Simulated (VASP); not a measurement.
RbBr, 2 atoms in the cell. Symmetry: Fm-3m, No. 225, cubic system. The conventional cell has a = 6.850 Å, b = 6.850 Å, c = 6.850 Å, α = 90.00°, β = 90.00°, γ = 90.00°. Within 4.5 Å of Rb (site symmetry m-3m) lie 6 Br at 3.42 Å. Br (site symmetry m-3m) has 6 Rb at 3.42 Å within 4.5 Å. 

* Program: VASP 6.6.1
* Task: relaxation of cell and atoms
* Functional: PBEsol
* Potentials or basis: VASP PAW PBE potentials, release 64 (Rb_sv, Br)
* Cutoff: 600 eV
* k mesh: 6 × 6 × 6
* Occupations: gaussian, width 0.01 eV
* Spin: no spin polarisation
* Target pressure: 2 GPa
* Dipole correction: no
* Further INCAR settings: ALGO = Normal; EDIFF = 1e-07; IBRION = 2; EDIFFG = -0.002; NSW = 100; ISIF = 3

Potentials or basis: VASP PAW PBE potentials, release 64 (Rb_sv, Br).

Run with:

```sh
$ cat potpaw_PBE.64/Rb_sv/POTCAR potpaw_PBE.64/Br/POTCAR > POTCAR
$ mpirun -np 1 vasp_std > vasp.out
```

Hardware: 1 thread of Intel(R) Xeon(R) 6975P-C (Granite Rapids), on a shared host.

Estimate the wall time of this run.

Run time: 37 s on 1 thread of Intel(R) Xeon(R) 6975P-C (Granite Rapids), on a shared host, peak memory 0.24 GiB. Counts: scf iterations 40, k points 16, ion steps 4.
